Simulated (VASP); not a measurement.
Wanted: the native input for a VASP 6.6.1 run.

```yaml
Task: single point
Functional: PBEsol
Potentials_or_basis: VASP PAW PBE potentials, release 64 (Tc_pv)
Cutoff: 520 eV
k_mesh: 18 × 18 × 18
Occupations: fermi-dirac, width 0.03 eV
Spin: no spin polarisation
Dipole_correction: no
Further_INCAR_settings: ALGO = Normal; EDIFF = 1e-06; NBANDS = 12
```

The structure of Tc lies in POSCAR:

```
Tc
1.0
    0.0195000000      1.9597500000      1.9597500000
    1.9597500000      0.0195000000      1.9597500000
    1.9597500000      1.9597500000      0.0195000000
Tc
1
Direct
    0.0000000000      0.0000000000      0.0000000000
```

This cell differs from its parent crystal: equal xy, yz and zx shear strains of +1 %.

One way to write it, as run:

INCAR

```
PREC = Accurate
ENCUT = 520
EDIFF = 1E-6
ISMEAR = -1
SIGMA = 0.03
LREAL = False
LASPH = True
NELM = 60
ALGO = Normal
ISIF = 2
LWAVE = False
LCHARG = False
GGA = PS
NBANDS = 12
```

KPOINTS

```
regular mesh
0
Gamma
  18 18 18
```

Potentials or basis: VASP PAW PBE potentials, release 64 (Tc_pv).

Command:

```sh
$ cat potpaw_PBE.64/Tc_pv/POTCAR > POTCAR
$ mpirun -np 1 vasp_std > vasp.out
```

Results of the run:

```
Pressure : -15.7 GPa
```

Caveat: the cell differs from its parent crystal (equal xy, yz and zx shear strains of +1 %); the PAW data sets were made with another functional, which shifts forces and pressure a little.

It took 26 s on 1 thread of Intel(R) Xeon(R) 6975P-C (Granite Rapids) (shared host), peak memory 0.22 GiB.
